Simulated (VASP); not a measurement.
# MgO (I4mm) in VASP: further runs, part 2 of 2

VASP 6.6.1. The steps go on from the part before.

### 4 Single point, PBEsol

File INCAR:

```
SYSTEM = MgO
PREC = Accurate
ENCUT = 520
EDIFF = 1E-6
ISMEAR = 0
SIGMA = 0.05
LREAL = .FALSE.
LASPH = .TRUE.
NELM = 100
ALGO = Normal
ISIF = 2
LWAVE = .FALSE.
LCHARG = .TRUE.
GGA = PS
LELF = .TRUE.
LVHAR = .TRUE.
NBANDS = 11
```

File KPOINTS:

```
Automatic mesh
0
G
  10 10 10
  0 0 0
```

File POSCAR:

```
MgO
1.0
    0.0000000000      2.0549060650      2.0549060650
    2.0549060650      0.0000000000      2.0549060650
    2.0549060650      2.0549060650      0.0000000000
Mg O
1 1
Direct
    0.0126180202      0.0126180202     -0.0126180202
    0.4808312406      0.4808312406      0.5191687594
```

Potentials or basis: VASP PAW PBE potentials, release 64 (Mg, O).

Launch:

```sh
> cat potpaw_PBE.64/Mg/POTCAR potpaw_PBE.64/O/POTCAR > POTCAR
> mpirun -np 1 vasp_std > vasp.out
```

OUTCAR:

```text
SYSTEM = MgO
   PREC = Accurate
   ENCUT = 520
   EDIFF = 1E-6
   ISMEAR = 0
   LREAL = .FALSE.
   LASPH = .TRUE.
   NELM = 100
   ISIF = 2
   GGA = PS

 ion  position               nearest neighbor table
   1  0.013  0.013  0.987-   2 1.92   2 2.06   2 2.06   2 2.06   2 2.06   2 2.19
   2  0.481  0.481  0.519-   1 1.92   1 2.06   1 2.06   1 2.06   1 2.06   1 2.19

  LATTYP: Found a face centered cubic cell.
 ALAT       =     4.1098121300

  Lattice vectors:

 A1 = (   0.0000000000,   2.0549060650,   2.0549060650)
 A2 = (   2.0549060650,   0.0000000000,   2.0549060650)
 A3 = (   2.0549060650,   2.0549060650,   0.0000000000)

Analysis of symmetry for initial positions (statically):
=====================================================================
 Subroutine PRICEL returns:
 Original cell was already a primitive cell.

 Routine SETGRP: Setting up the symmetry group for a
 face centered cubic supercell.

 Subroutine GETGRP returns: Found  8 space group operations
 (whereof  8 operations were pure point group operations)
 out of a pool of 48 trial point group operations.

The static configuration has the point symmetry C_4v.

Analysis of symmetry for dynamics (positions and initial velocities):
=====================================================================
 Subroutine PRICEL returns:
 Original cell was already a primitive cell.

 Routine SETGRP: Setting up the symmetry group for a
 face centered cubic supercell.

 Subroutine GETGRP returns: Found  8 space group operations
 (whereof  8 operations were pure point group operations)
 out of a pool of 48 trial point group operations.

The dynamic configuration has the point symmetry C_4v.

 Subroutine INISYM returns: Found  8 space group operations
 (whereof  8 operations are pure point group operations),
 and found     1 'primitive' translations

----------------------------------------------------------------------------------------

                                     Primitive cell

  volume of cell :      17.3543

  direct lattice vectors                    reciprocal lattice vectors
     0.000000000  2.054906065  2.054906065    -0.243320125  0.243320125  0.243320125
     2.054906065  0.000000000  2.054906065     0.243320125 -0.243320125  0.243320125
     2.054906065  2.054906065  0.000000000     0.243320125  0.243320125 -0.243320125

  length of vectors
     2.906076027  2.906076027  2.906076027     0.421442818  0.421442818  0.421442818

  position of ions in fractional coordinates (direct lattice)
     0.012618020  0.012618020  0.987381980
     0.480831241  0.480831241  0.519168759

  ion indices of the primitive-cell ions
   primitive index   ion index
                 1           1
                 2           2

----------------------------------------------------------------------------------------

 KPOINTS: Automatic mesh

Automatic generation of k-mesh.
 Grid dimensions read from file:
 generate k-points for:   10   10   10

 Generating k-lattice:

  Cartesian coordinates                     Fractional coordinates (reciprocal lattice)
    -0.024332012  0.024332012  0.024332012     0.100000000  0.000000000  0.000000000
     0.024332012 -0.024332012  0.024332012     0.000000000  0.100000000  0.000000000
[... 41 lines left out ...]
   number of dos      NEDOS =    301   number of ions     NIONS =      2
   total plane-waves  NPLWV =  13824
   dimension x,y,z NGX =    24 NGY =   24 NGZ =   24
   dimension x,y,z NGXF=    48 NGYF=   48 NGZF=   48
   ions per type =               1   1
   NGX,Y,Z   is equivalent  to a cutoff of  13.73, 13.73, 13.73 a.u.
   NGXF,Y,Z  is equivalent  to a cutoff of  27.46, 27.46, 27.46 a.u.
 SYSTEM =  MgO
   PREC   = accura    normal or accurate (medium, high low for compatibility)
   ISTART =      0    job   : 0-new  1-cont  2-samecut
   ICHARG =      2    charge: 1-file 2-atom 10-const
   ISPIN  =      1    spin polarized calculation?
   LNONCOLLINEAR =      F non collinear calculations
   LSORBIT =      F    spin-orbit coupling
   LASPH  =      T    aspherical Exc in radial PAW
   ENCUT  =  520.0 eV  38.22 Ry    6.18 a.u.   5.40  5.40  5.40*2*pi/ulx,y,z
   NELM   =    100;   NELMIN=  2; NELMDL= -5     # of ELM steps
   EDIFF  = 0.1E-05   stopping-criterion for ELM
   LREAL  =      F    real-space projection
   EDIFFG = 0.1E-04   stopping-criterion for IOM
   NSW    =      0    number of steps for IOM
   IBRION =     -1    ionic relax: 0-MD 1-quasi-New 2-CG
   NFREE  =      0    steps in history (QN), initial steepest desc. (CG)
   ISIF   =      2    stress and relaxation
   ISYM   =      2    0-nonsym 1-usesym 2-fastsym
   POTIM  = 0.5000    time-step for ionic-motion
   TEBEG  =    0.0;   TEEND  =   0.0 temperature during run
   PSTRESS=    0.0 pullay stress
   NELECT =       8.0000    total number of electrons
   NUPDOWN=      -1.0000    fix difference up-down
   EMIN   =  10.00;   EMAX   =-10.00  energy-range for DOS
   EFERMI =   0.00;   METHOD = LEGACY
   ISMEAR =     0;   SIGMA  =   0.05  broadening in eV -4-tet -1-fermi 0-gaus
   EFERMI_NEDOS =   21; number of points for ismear=-14 and -15
   IALGO  =     38    algorithm
   IMIX   =      4    mixing-type and parameters
     AMIX     =   0.40;   BMIX     =  1.00
     AMIX_MAG =   1.60;   BMIX_MAG =  1.00
  volume/ion in A,a.u.               =       8.68        58.56
  Fermi-wavevector in a.u.,A,eV,Ry     =   1.264648  2.389837 21.760254  1.599334
  Thomas-Fermi vector in A             =   2.397942
   LORBIT       =      0    0 simple, 1 ext, 2 COOP (PROOUT), +10 PAW based schemes
   GGA     = PS    functional components
   LHFCALC =     F    Hartree Fock is set to
   AEXX    =    0.0000 exact exchange contribution
   IVDW    =     0    specifies the selected vdW correction
   LEPSILON=     F    determine dielectric tensor
   LRPA    =     F    only Hartree local field effects (RPA)
 non-spin polarized calculation
 Gauss-broadening in eV      SIGMA  =   0.05
  energy-cutoff  :      520.00
  volume of cell :       17.35
 maximum number of plane-waves:       483
 NGX is ok and might be reduce to    24
   NGX = 11   NGY = 11   NGZ = 11

 number of electron       7.9999997 magnetization

 Free energy of the ion-electron system (eV)
  ---------------------------------------------------
  ext. energy  EPLUGINS =         0.00000000
  ---------------------------------------------------
  free energy    TOTEN  =       -12.39121813 eV

  energy without entropy =      -12.39121813  energy(sigma->0) =      -12.39121813

 E-fermi :   3.9375     XC(G=0): -11.6654

 val. band max:        3.6228556434   @ k =   0.0000   0.0000   0.0000
 cond. band min:       8.9953877189   @ k =   0.0000   0.0000   0.0000
 fundamental gap:      5.3725320755
 Fermi energy:         3.9374965801

 k-point     1 :       0.0000    0.0000    0.0000
  band No.  band energies     occupation
      1     -13.9686      2.00000
      2       3.6019      2.00000
      3       3.6229      2.00000
      4       3.6229      2.00000
      5       8.9954      0.00000
      6      19.7146      0.00000
      7      19.7612      0.00000
      8      19.7612      0.00000
      9      23.6794      0.00000
     10      25.7103      0.00000
     11      25.7733      0.00000
[... 309 lines left out ...]
 k-point    24 :       0.0000   -0.1000    0.1000
  band No.  band energies     occupation
      1     -13.6556      2.00000
      2       2.1809      2.00000
      3       3.2535      2.00000
      4       3.4822      2.00000
      5      10.4150      0.00000
      6      17.3063      0.00000
      7      20.2588      0.00000
      8      20.4513      0.00000
      9      23.9198      0.00000
     10      25.2299      0.00000
     11      27.2463      0.00000

 [... further k-points ...]

------------------------ aborting loop because EDIFF is reached ----------------------------------------

  FORCE on cell =-STRESS in cart. coord.  units (eV):
  Direction    XX          YY          ZZ          XY          YZ          ZX
  --------------------------------------------------------------------------------------
  -------------------------------------------------------------------------------------
  Total        1.4020452      1.4020452      2.3222937      0.0000000     -0.0000000      0.0000000
  in kB      129.4394542    129.4394542    214.3985319      0.0000000     -0.0000000      0.0000000
  external PRESSURE =     157.7591467 kB  Pullay stress =       0.0000000 kB

 VOLUME and BASIS-vectors are now :
 -----------------------------------------------------------------------------
  energy-cutoff  :      520.00
  volume of cell :       17.35
      direct lattice vectors                 reciprocal lattice vectors
     0.000000000  2.054906065  2.054906065    -0.243320125  0.243320125  0.243320125
     2.054906065  0.000000000  2.054906065     0.243320125 -0.243320125  0.243320125
     2.054906065  2.054906065  0.000000000     0.243320125  0.243320125 -0.243320125

 POSITION                                       TOTAL-FORCE (eV/Angst)
 -----------------------------------------------------------------------------------
      2.05491      2.05491      0.05186         0.000000      0.000000     -1.100469
      2.05491      2.05491      1.97613         0.000000      0.000000      1.100469
 -----------------------------------------------------------------------------------
    total drift:                               -0.000000     -0.000000      0.000345

  FREE ENERGIE OF THE ION-ELECTRON SYSTEM (eV)
  ---------------------------------------------------
  free  energy   TOTEN  =       -12.3912181311 eV

  energy  without entropy=      -12.3912181311  energy(sigma->0) =      -12.39121813
```

stdout:

```text
POSCAR found type information on POSCAR MgO
 POSCAR found :  2 types and       2 ions
 scaLAPACK will be used
 -----------------------------------------------------------------------------
|                                                                             |
|                                                                             |
|     You enforced a specific xc type in the INCAR file but a different       |
|     I HOPE YOU KNOW WHAT YOU ARE DOING!                                     |
|                                                                             |
 -----------------------------------------------------------------------------

 LDA part: xc-table for (Slater+PW92), standard interpolation
 POSCAR, INCAR and KPOINTS ok, starting setup
 FFT: planning ... GRIDC
 FFT: planning ... GRID_SOFT
 FFT: planning ... GRID
 WAVECAR not read
 entering main loop
```

Run time: 14 s. Hardware: 1 thread of Intel Xeon Platinum 8488C (Sapphire Rapids), shared host; peak memory 0.15 GiB.

Results:

```yaml
Free_energy: -12.3912 eV
Pressure: 15.8 GPa
Largest_force: 1.100 eV/Å
Band_gap_on_the_k_mesh: 5.37 eV, direct
```

Forces on the atoms (eV/Å):
```
Mg   0.000  0.000 -1.100
O    0.000  0.000  1.100
```

Stress tensor (GPa, compression positive):
```
12.94  0.00  0.00
 0.00 12.94  0.00
 0.00  0.00 21.44
```

Levels at points of the mesh, in eV from the valence-band top:
| k point | band 1 | band 2 | band 3 | band 4 | band 5 | band 6 | band 7 | band 8 | band 9 |
| --- | --- | --- | --- | --- | --- | --- | --- | --- | --- |
| (0.00, 0.00, 0.00) | -17.59 | -0.02 | 0.00 | 0.00 | 5.37 | 16.09 | 16.14 | 16.14 | 20.06 |
| (0.50, 0.00, 0.00) | -16.09 | -5.00 | -0.74 | -0.73 | 8.23 | 13.26 | 16.93 | 17.01 | 21.85 |
| (0.50, 0.50, 0.00) | -15.80 | -4.41 | -1.46 | -1.46 | 9.01 | 10.55 | 13.81 | 20.02 | 20.02 |
| (0.00, 0.50, 0.50) | -15.79 | -4.44 | -1.48 | -1.46 | 9.08 | 10.59 | 13.80 | 19.96 | 20.12 |

Caveat: the PAW data sets were made with another functional, which shifts forces and pressure a little.

### 5 Single point, PBEsol

This run uses another cell than the first one, of 8.90 Å³/atom, 1.026 times its volume.

File INCAR:

```
PREC = Accurate
ENCUT = 520
EDIFF = 1E-7
ISMEAR = 0
SIGMA = 0.05
LREAL = F
LASPH = T
NELM = 80
ALGO = Normal
ISIF = 2
LWAVE = F
LCHARG = F
GGA = PS
NBANDS = 11
```

File KPOINTS:

```
Automatic mesh
0
Gamma
  10 10 10
```

File POSCAR:

```
MgO
1.0
    0.0000000000      2.0723991115      2.0723991115
    2.0723991115      0.0000000000      2.0723991115
    2.0723991115      2.0723991115      0.0000000000
Mg O
1 1
Direct
    0.0315450506      0.0315450506     -0.0315450506
    0.4520781014      0.4520781014      0.5479218986
```

Launch:

```sh
> cat potpaw_PBE.64/Mg/POTCAR potpaw_PBE.64/O/POTCAR > POTCAR
> mpirun -np 1 vasp_std > vasp.out
```

Wall time 7.4 s (1 thread of Intel Xeon 6975P-C (Granite Rapids), shared host); peak memory 0.15 GiB.

It converged, with:

```yaml
Free_energy: -11.9773 eV
Pressure: 23.1 GPa
Largest_force: 4.067 eV/Å
Band_gap_on_the_k_mesh: 5.08 eV, direct
```

Forces on the atoms (eV/Å):
```
Mg   0.000  0.000 -4.067
O    0.000  0.000  4.067
```

Stress tensor (GPa, compression positive):
```
 5.05  0.00  0.00
 0.00  5.05  0.00
 0.00  0.00 59.24
```

Levels at points of the mesh, in eV from the valence-band top:
| k point | band 2 | band 3 | band 4 | band 5 | band 6 | band 7 |
| --- | --- | --- | --- | --- | --- | --- |
| (0.00, 0.00, 0.00) | -0.09 | 0.00 | 0.00 | 5.08 | 16.22 | 16.49 |
| (0.50, 0.00, 0.00) | -4.77 | -0.63 | -0.61 | 8.14 | 12.68 | 16.65 |
| (0.50, 0.50, 0.00) | -4.06 | -1.33 | -1.33 | 9.10 | 9.72 | 13.62 |
| (0.00, 0.50, 0.50) | -4.24 | -1.48 | -1.32 | 9.46 | 9.90 | 13.64 |

Caveat: the PAW data sets were made with another functional, which shifts forces and pressure a little. A hybrid or GW would open this gap; PBEsol tends to underestimate it.

### 6 Single point, PBEsol

File INCAR:

```
  ALGO = Normal
  EDIFF = 1E-6
  ENCUT = 520
  GGA = PS
  ISIF = 2
  ISMEAR = 0
  LASPH = True
  LCHARG = False
  LREAL = False
  LWAVE = False
  NBANDS = 11
  NELM = 60
  PREC = Accurate
  SIGMA = 0.05
```

File KPOINTS:

```
k-points
0
Gamma
  10 10 10
```

File POSCAR:

```
MgO
1.0
    0.0000000000      2.0549060650      2.0549060650
    2.0549060650      0.0000000000      2.0549060650
    2.0549060650      2.0549060650      0.0000000000
Mg O
1 1
Direct
    0.0252360405      0.0252360405     -0.0252360405
    0.4616624812      0.4616624812      0.5383375188
```

Potentials or basis: VASP PAW PBE potentials, release 64 (Mg, O).

Launch:

```sh
> cat potpaw_PBE.64/Mg/POTCAR potpaw_PBE.64/O/POTCAR > POTCAR
> mpirun -np 1 vasp_std > vasp.out
```

It took 6.7 s on 1 thread of Intel Xeon 6975P-C (Granite Rapids), shared host; peak memory 0.15 GiB.

It converged, with:

| Quantity | Value |
| --- | --- |
| Free energy | -12.1405 eV |
| Pressure | 23.0 GPa |
| Largest force | 2.930 eV/Å |
| Band gap on the k mesh | 5.35 eV, direct |

Forces on the atoms (eV/Å):
```
Mg   0.000  0.000 -2.930
O    0.000  0.000  2.930
```

Stress tensor (GPa, compression positive):
```
11.02  0.00  0.00
 0.00 11.02  0.00
 0.00  0.00 47.09
```

Levels at points of the mesh, in eV from the valence-band top:
| k point | band 1 | band 2 | band 3 | band 4 | band 5 | band 6 | band 7 | band 8 | band 9 |
| --- | --- | --- | --- | --- | --- | --- | --- | --- | --- |
| (0.00, 0.00, 0.00) | -17.55 | -0.07 | 0.00 | 0.00 | 5.35 | 16.25 | 16.44 | 16.44 | 19.99 |
| (0.50, 0.00, 0.00) | -16.06 | -4.93 | -0.69 | -0.68 | 8.27 | 13.07 | 16.92 | 17.15 | 21.68 |
| (0.50, 0.50, 0.00) | -15.78 | -4.27 | -1.40 | -1.40 | 9.08 | 10.19 | 13.89 | 20.12 | 20.12 |
| (0.00, 0.50, 0.50) | -15.76 | -4.38 | -1.51 | -1.40 | 9.33 | 10.32 | 13.87 | 19.90 | 20.43 |

Caveat: the PAW data sets were made with another functional, which shifts forces and pressure a little. As with any semilocal functional, this PBEsol gap is likely too small.
